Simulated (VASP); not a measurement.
# Al2GaP3 (P6_3mc) in VASP: single point with PBE

Aim: the single point of Al2GaP3 with PBE.

Program: VASP 6.6.1. These are calculated values, not measurements. Logs are shortened: lines on timing, memory, paths and dates and some standing lists are left out, and cuts for length are marked.

## Step 1: The cell of the first run

The structure is hexagonal, space group P6_3mc (No. 186). The conventional cell has a = 3.886 Å, b = 3.886 Å, c = 19.165 Å, α = 90.00°, β = 90.00°, γ = 120.00°. Within 3.1 Å of Al (site symmetry 3m) lie 4 P at 2.38 to 2.39 Å. Al (site symmetry 3m) has 4 P at 2.38 to 2.39 Å within 3.1 Å. Within 3.2 Å of Ga (site symmetry 3m) lie 4 P at 2.39 Å. Within 3.1 Å of P (site symmetry 3m) lie 4 Al at 2.38 to 2.39 Å. Within 3.1 Å of P (site symmetry 3m) lie 3 Al at 2.38 Å and 1 Ga at 2.39 Å. Within 3.2 Å of P (site symmetry 3m) lie 3 Ga at 2.39 Å and 1 Al at 2.39 Å.

## Step 2: Single point, PBE

Input file INCAR:

```
ALGO = Normal ; EDIFF = 1E-6
ENCUT = 520 ; GGA = PE
ISIF = 2 ; ISMEAR = 0
LASPH = True ; LCHARG = True
LELF = True ; LREAL = False
LVHAR = True ; LWAVE = False
NBANDS = 46 ; NELM = 60
PREC = Accurate ; SIGMA = 0.02
```

Input file KPOINTS:

```
k-points
0
Gamma
  12 12 2
```

Input file POSCAR:

```
Al2GaP3
1.0
    3.8858801600      0.0000000000      0.0000000000
   -1.9429400800      3.3652709346      0.0000000000
    0.0000000000      0.0000000000     19.1645583000
Al Ga P
4 2 6
Direct
    0.3333333333      0.6666666667      0.0000210000
    0.3333333333      0.6666666667      0.6664900000
    0.6666666667      0.3333333333      0.1664900000
    0.6666666667      0.3333333333      0.5000210000
    0.3333333333      0.6666666667      0.3336650000
    0.6666666667      0.3333333333      0.8336650000
    0.3333333333      0.6666666667      0.1248740000
    0.3333333333      0.6666666667      0.4586160000
    0.3333333333      0.6666666667      0.7913330000
    0.6666666667      0.3333333333      0.2913330000
    0.6666666667      0.3333333333      0.6248740000
    0.6666666667      0.3333333333      0.9586160000
```

Potentials or basis: VASP PAW PBE potentials, release 64 (Al, Ga_d, P).

Command:

```sh
> cat potpaw_PBE.64/Al/POTCAR potpaw_PBE.64/Ga_d/POTCAR potpaw_PBE.64/P/POTCAR > POTCAR
> mpirun -np 1 vasp_std > vasp.out
```

OUTCAR:

```text
EDIFF = 1E-6
   ENCUT = 520
   GGA = PE
   ISIF = 2
   ISMEAR = 0
   LASPH = True
   LREAL = False
   NELM = 60
   PREC = Accurate

 ion  position               nearest neighbor table
   1  0.333  0.667  0.000-  12 2.38  12 2.38  12 2.38   7 2.39
   2  0.333  0.667  0.666-  11 2.38  11 2.38  11 2.38   9 2.39
   3  0.667  0.333  0.166-   7 2.38   7 2.38   7 2.38  10 2.39
   4  0.667  0.333  0.500-   8 2.38   8 2.38   8 2.38  11 2.39
   5  0.333  0.667  0.334-  10 2.39  10 2.39  10 2.39   8 2.39
   6  0.667  0.333  0.834-   9 2.39   9 2.39   9 2.39  12 2.39
   7  0.333  0.667  0.125-   3 2.38   3 2.38   3 2.38   1 2.39
   8  0.333  0.667  0.459-   4 2.38   4 2.38   4 2.38   5 2.39
   9  0.333  0.667  0.791-   6 2.39   6 2.39   6 2.39   2 2.39
  10  0.667  0.333  0.291-   5 2.39   5 2.39   5 2.39   3 2.39
  11  0.667  0.333  0.625-   2 2.38   2 2.38   2 2.38   4 2.39
  12  0.667  0.333  0.959-   1 2.38   1 2.38   1 2.38   6 2.39

  LATTYP: Found a hexagonal cell.
 ALAT       =     3.8858801600
 C/A-ratio  =     4.9318449131

  Lattice vectors:

 A1 = (   3.8858801600,   0.0000000000,   0.0000000000)
 A2 = (  -1.9429400800,   3.3652709346,   0.0000000000)
 A3 = (   0.0000000000,   0.0000000000,  19.1645583000)

Analysis of symmetry for initial positions (statically):
=====================================================================
 Subroutine PRICEL returns:
 Original cell was already a primitive cell.

 Routine SETGRP: Setting up the symmetry group for a
 hexagonal supercell.

 Subroutine GETGRP returns: Found 12 space group operations
 (whereof  6 operations were pure point group operations)
 out of a pool of 24 trial point group operations.

The static configuration has the point symmetry C_3v.
 The point group associated with its full space group is C_6v.

Analysis of symmetry for dynamics (positions and initial velocities):
=====================================================================
 Subroutine PRICEL returns:
 Original cell was already a primitive cell.

 Routine SETGRP: Setting up the symmetry group for a
 hexagonal supercell.

 Subroutine GETGRP returns: Found 12 space group operations
 (whereof  6 operations were pure point group operations)
 out of a pool of 24 trial point group operations.

The dynamic configuration has the point symmetry C_3v.
 The point group associated with its full space group is C_6v.

 Subroutine INISYM returns: Found 12 space group operations
 (whereof  6 operations are pure point group operations),
 and found     1 'primitive' translations

----------------------------------------------------------------------------------------

                                     Primitive cell

  volume of cell :     250.6157

  direct lattice vectors                    reciprocal lattice vectors
     3.885880160  0.000000000  0.000000000     0.257341956  0.148576447  0.000000000
    -1.942940080  3.365270935  0.000000000     0.000000000  0.297152895  0.000000000
     0.000000000  0.000000000 19.164558300     0.000000000  0.000000000  0.052179653

  length of vectors
     3.885880160  3.885880160 19.164558300     0.297152895  0.297152895  0.052179653

  position of ions in fractional coordinates (direct lattice)
     0.333333333  0.666666667  0.000021000
     0.333333333  0.666666667  0.666490000
     0.666666667  0.333333333  0.166490000
     0.666666667  0.333333333  0.500021000
     0.333333333  0.666666667  0.333665000
     0.666666667  0.333333333  0.833665000
     0.333333333  0.666666667  0.124874000
     0.333333333  0.666666667  0.458616000
     0.333333333  0.666666667  0.791333000
     0.666666667  0.333333333  0.291333000
     0.666666667  0.333333333  0.624874000
     0.666666667  0.333333333  0.958616000

  ion indices of the primitive-cell ions
   primitive index   ion index
                 1           1
                 2           2
                 3           3
                 4           4
                 5           5
                 6           6
                 7           7
                 8           8
                 9           9
                10          10
                11          11
                12          12

----------------------------------------------------------------------------------------

 KPOINTS: k-points

Automatic generation of k-mesh.
 Grid dimensions read from file:
 generate k-points for:   12   12    2

 Generating k-lattice:

  Cartesian coordinates                     Fractional coordinates (reciprocal lattice)
     0.021445163  0.012381371  0.000000000     0.083333333  0.000000000  0.000000000
     0.000000000  0.024762741  0.000000000     0.000000000  0.083333333  0.000000000
     0.000000000  0.000000000  0.026089826     0.000000000  0.000000000  0.500000000

  Length of vectors
     0.024762741  0.024762741  0.026089826

  Shift w.r.t. Gamma in fractional coordinates (k-lattice)
     0.000000000  0.000000000  0.000000000

 Subroutine IBZKPT returns following result:
 ===========================================

 Found     38 irreducible k-points:

 Following reciprocal coordinates:
            Coordinates               Weight
  0.000000  0.000000  0.000000      1.000000
  0.083333  0.000000  0.000000      6.000000
  0.166667  0.000000  0.000000      6.000000
  0.250000  0.000000  0.000000      6.000000
  0.333333  0.000000  0.000000      6.000000
  0.416667 -0.000000  0.000000      6.000000
[... 16 lines left out ...]
  0.250000  0.000000  0.500000      6.000000
  0.333333  0.000000  0.500000      6.000000
 [... further k-points ...]
   k-points           NKPTS =     38   k-points in BZ     NKDIM =     38   number of bands    NBANDS=     46
   number of dos      NEDOS =    301   number of ions     NIONS =     12
   total plane-waves  NPLWV = 129600
   dimension x,y,z NGX =    30 NGY =   30 NGZ =  144
   dimension x,y,z NGXF=    60 NGYF=   60 NGZF=  288
   ions per type =               4   2   6
   NGX,Y,Z   is equivalent  to a cutoff of  12.83, 12.83, 12.49 a.u.
   NGXF,Y,Z  is equivalent  to a cutoff of  25.67, 25.67, 24.98 a.u.
 SYSTEM =  unknown system
   PREC   = accura    normal or accurate (medium, high low for compatibility)
   ISTART =      0    job   : 0-new  1-cont  2-samecut
   ICHARG =      2    charge: 1-file 2-atom 10-const
   ISPIN  =      1    spin polarized calculation?
   LNONCOLLINEAR =      F non collinear calculations
   LSORBIT =      F    spin-orbit coupling
   LASPH  =      T    aspherical Exc in radial PAW
   ENCUT  =  520.0 eV  38.22 Ry    6.18 a.u.   7.23  7.23 35.63*2*pi/ulx,y,z
   NELM   =     60;   NELMIN=  2; NELMDL= -5     # of ELM steps
   EDIFF  = 0.1E-05   stopping-criterion for ELM
   LREAL  =      F    real-space projection
   EDIFFG = 0.1E-04   stopping-criterion for IOM
   NSW    =      0    number of steps for IOM
   IBRION =     -1    ionic relax: 0-MD 1-quasi-New 2-CG
   NFREE  =      0    steps in history (QN), initial steepest desc. (CG)
   ISIF   =      2    stress and relaxation
   ISYM   =      2    0-nonsym 1-usesym 2-fastsym
   POTIM  = 0.5000    time-step for ionic-motion
   TEBEG  =    0.0;   TEEND  =   0.0 temperature during run
   PSTRESS=    0.0 pullay stress
   NELECT =      68.0000    total number of electrons
   NUPDOWN=      -1.0000    fix difference up-down
   EMIN   =  10.00;   EMAX   =-10.00  energy-range for DOS
   EFERMI =   0.00;   METHOD = LEGACY
   ISMEAR =     0;   SIGMA  =   0.02  broadening in eV -4-tet -1-fermi 0-gaus
   EFERMI_NEDOS =   21; number of points for ismear=-14 and -15
   IALGO  =     38    algorithm
   IMIX   =      4    mixing-type and parameters
     AMIX     =   0.40;   BMIX     =  1.00
     AMIX_MAG =   1.60;   BMIX_MAG =  1.00
  volume/ion in A,a.u.               =      20.88       140.94
  Fermi-wavevector in a.u.,A,eV,Ry     =   1.059843  2.002814 15.282991  1.123268
  Thomas-Fermi vector in A             =   2.195203
   LORBIT       =      0    0 simple, 1 ext, 2 COOP (PROOUT), +10 PAW based schemes
   GGA     = PE    functional components
   LHFCALC =     F    Hartree Fock is set to
   AEXX    =    0.0000 exact exchange contribution
   IVDW    =     0    specifies the selected vdW correction
   LEPSILON=     F    determine dielectric tensor
   LRPA    =     F    only Hartree local field effects (RPA)
 non-spin polarized calculation
 Gauss-broadening in eV      SIGMA  =   0.02
  energy-cutoff  :      520.00
  volume of cell :      250.62
 maximum number of plane-waves:      6809
 NGX is ok and might be reduce to    30
   NGX = 15   NGY = 15   NGZ = 71

 number of electron      68.0000008 magnetization

 Free energy of the ion-electron system (eV)
  ---------------------------------------------------
  ext. energy  EPLUGINS =         0.00000000
  ---------------------------------------------------
  free energy    TOTEN  =       -59.67935801 eV

  energy without entropy =      -59.67935801  energy(sigma->0) =      -59.67935801

 E-fermi :   4.5717     XC(G=0):  -9.2963

 val. band max:        4.4638668252   @ k =   0.0000   0.0000   0.0000
 cond. band min:       5.9835726340   @ k =   0.5000   0.0000   0.0000
 fundamental gap:      1.5197058087
 Fermi energy:         4.5717343553

 k-point     1 :       0.0000    0.0000    0.0000
  band No.  band energies     occupation
      1      -9.9121      2.00000
      2      -9.9121      2.00000
      3      -9.8660      2.00000
      4      -9.8660      2.00000
      5      -9.8660      2.00000
      6      -9.8660      2.00000
[... 38 lines left out ...]
     45       8.8047      0.00000
     46       8.8532      0.00000

 k-point     2 :       0.0833    0.0000    0.0000
  band No.  band energies     occupation
      1      -9.9122      2.00000
      2      -9.9122      2.00000
      3      -9.8675      2.00000
      4      -9.8675      2.00000
      5      -9.8637      2.00000
      6      -9.8637      2.00000
[... 38 lines left out ...]
     45       8.8733      0.00000
     46       9.0191      0.00000

 k-point     3 :       0.1667    0.0000    0.0000
  band No.  band energies     occupation
      1      -9.9145      2.00000
      2      -9.9144      2.00000
      3      -9.8697      2.00000
      4      -9.8696      2.00000
      5      -9.8577      2.00000
      6      -9.8577      2.00000
[... 38 lines left out ...]
     45       9.1740      0.00000
     46       9.4083      0.00000

 k-point     4 :       0.2500    0.0000    0.0000
  band No.  band energies     occupation
      1      -9.9215      2.00000
      2      -9.9214      2.00000
      3      -9.8687      2.00000
      4      -9.8686      2.00000
      5      -9.8501      2.00000
      6      -9.8501      2.00000
[... 920 lines left out ...]
     45       9.1511      0.00000
     46       9.2003      0.00000

 k-point    23 :       0.2500    0.0000    0.5000
  band No.  band energies     occupation
      1      -9.9215      2.00000
      2      -9.9215      2.00000
      3      -9.8687      2.00000
      4      -9.8687      2.00000
      5      -9.8501      2.00000
      6      -9.8501      2.00000
[... 38 lines left out ...]
     45       9.4800      0.00000
     46       9.4800      0.00000

 k-point    24 :       0.3333    0.0000    0.5000
  band No.  band energies     occupation
      1      -9.9311      2.00000
      2      -9.9311      2.00000
      3      -9.8650      2.00000
      4      -9.8650      2.00000
      5      -9.8435      2.00000
      6      -9.8435      2.00000
[... 38 lines left out ...]
     45       9.5198      0.00000
     46       9.5199      0.00000

 [... further k-points ...]
[... 5 lines left out ...]
  --------------------------------------------------------------------------------------
  -------------------------------------------------------------------------------------
  Total       -0.0989069     -0.0989069     -0.0891880      0.0000000      0.0000000      0.0000000
  in kB       -0.6323082     -0.6323082     -0.5701761      0.0000000      0.0000000      0.0000000
  external PRESSURE =      -0.6115975 kB  Pullay stress =       0.0000000 kB

 VOLUME and BASIS-vectors are now :
 -----------------------------------------------------------------------------
  energy-cutoff  :      520.00
  volume of cell :      250.62
      direct lattice vectors                 reciprocal lattice vectors
     3.885880160  0.000000000  0.000000000     0.257341956  0.148576447  0.000000000
    -1.942940080  3.365270935  0.000000000     0.000000000  0.297152895  0.000000000
     0.000000000  0.000000000 19.164558300     0.000000000  0.000000000  0.052179653

 POSITION                                       TOTAL-FORCE (eV/Angst)
 -----------------------------------------------------------------------------------
     -0.00000      2.24351      0.00040         0.000000     -0.000000     -0.000379
     -0.00000      2.24351     12.77299         0.000000     -0.000000     -0.001471
      1.94294      1.12176      3.19071        -0.000000     -0.000000     -0.001471
      1.94294      1.12176      9.58268        -0.000000     -0.000000     -0.000379
     -0.00000      2.24351      6.39454         0.000000      0.000000      0.000028
      1.94294      1.12176     15.97682        -0.000000     -0.000000      0.000028
     -0.00000      2.24351      2.39316         0.000000     -0.000000      0.000052
     -0.00000      2.24351      8.78917        -0.000000     -0.000000      0.005520
     -0.00000      2.24351     15.16555         0.000000     -0.000000     -0.003750
      1.94294      1.12176      5.58327        -0.000000      0.000000     -0.003750
      1.94294      1.12176     11.97543        -0.000000     -0.000000      0.000052
      1.94294      1.12176     18.37145         0.000000     -0.000000      0.005520
 -----------------------------------------------------------------------------------
    total drift:                               -0.000001     -0.000001     -0.000502

  FREE ENERGIE OF THE ION-ELECTRON SYSTEM (eV)
  ---------------------------------------------------
  free  energy   TOTEN  =       -59.6793580142 eV

  energy  without entropy=      -59.6793580142  energy(sigma->0) =      -59.67935801
```

It took 15 min on 1 thread of AMD EPYC 7R13, shared host; peak memory 0.53 GiB.

Results:

| Item | Value |
| --- | --- |
| Free energy | -59.6794 eV |
| Pressure | -0.1 GPa |
| Largest force | 0.006 eV/Å |
| Band gap on the k mesh | 1.52 eV (least direct gap 1.85 eV) |

Forces in eV/Å, atoms in the order of the input:
```
Al   0.000  0.000  0.000
Al   0.000  0.000 -0.001
Al   0.000  0.000 -0.001
Al   0.000  0.000  0.000
Ga   0.000  0.000  0.000
Ga   0.000  0.000  0.000
P    0.000  0.000  0.000
P    0.000  0.000  0.006
P    0.000  0.000 -0.004
P    0.000  0.000 -0.004
P    0.000  0.000  0.000
P    0.000  0.000  0.006
```
